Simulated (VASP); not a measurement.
Input of a VASP 6.6.1 run:

Contents of POSCAR:

```
ZnSe
1.0
    0.0000000000      2.8324206805      2.8094780730
    2.8324206805      0.0000000000      2.8094780730
    2.8324206805      2.8324206805      0.0000000000
Zn Se
1 1
Direct
    0.0000000000      0.0000000000      0.0000000000
    0.2500000000      0.2500000000      0.2500000000
```

The input INCAR.step1:

```
PREC     = Accurate       # precision mode
ENCUT    = 550            # plane-wave cutoff, eV
ISMEAR   = 0              # smearing method
SIGMA    = 0.01           # smearing width, eV
LREAL    = False          # projectors in reciprocal space
LASPH    = True           # aspherical terms in the spheres
NELM     = 120            # most SCF steps
NBANDS   = 16             # bands
GGA      = PE             # functional
ALGO     = Normal         # electronic algorithm
EDIFF    = 1E-5           # SCF threshold, eV
LWAVE    = True           # write WAVECAR
LCHARG   = False          # write CHGCAR
GGA_COMPAT= False
```

INCAR.step2

```
PREC     = Accurate       # precision mode
ENCUT    = 550            # plane-wave cutoff, eV
EDIFF    = 1E-6           # SCF threshold, eV
ISMEAR   = 0              # smearing method
SIGMA    = 0.01           # smearing width, eV
LREAL    = False          # projectors in reciprocal space
LASPH    = True           # aspherical terms in the spheres
NELM     = 120            # most SCF steps
ALGO     = Normal         # electronic algorithm
ISIF     = 2              # what is computed and relaxed
LWAVE    = False          # write WAVECAR
LCHARG   = False          # write CHGCAR
METAGGA  = R2SCAN         # meta-GGA
LMIXTAU  = True         
NBANDS   = 16             # bands
ISTART   = 1            
GGA_COMPAT= False
```

File KPOINTS:

```
Automatic mesh
0
Gamma
  8 8 8
```

Potentials or basis: VASP PAW PBE potentials, release 64 (Zn, Se).

The run is started by

```bash
$ cat potpaw_PBE.64/Zn/POTCAR potpaw_PBE.64/Se/POTCAR > POTCAR
$ cp INCAR.step1 INCAR
$ mpirun -np 1 vasp_std > vasp.out
$ cp INCAR.step2 INCAR
$ mpirun -np 1 vasp_std > vasp.out
```

Question: Estimate the band gap on the k mesh.

Answer: 1.89 eV, direct.

Question: Estimate the pressure.

Answer: 0.7 GPa.

Stress tensor (GPa, compression positive):
```
0.56 0.00 0.00
0.00 0.56 0.00
0.00 0.00 0.87
```

Caveat: the cell differs from its parent crystal (uniaxial z strain -0.8%); the PAW data sets were made with another functional, which shifts forces and pressure a little.
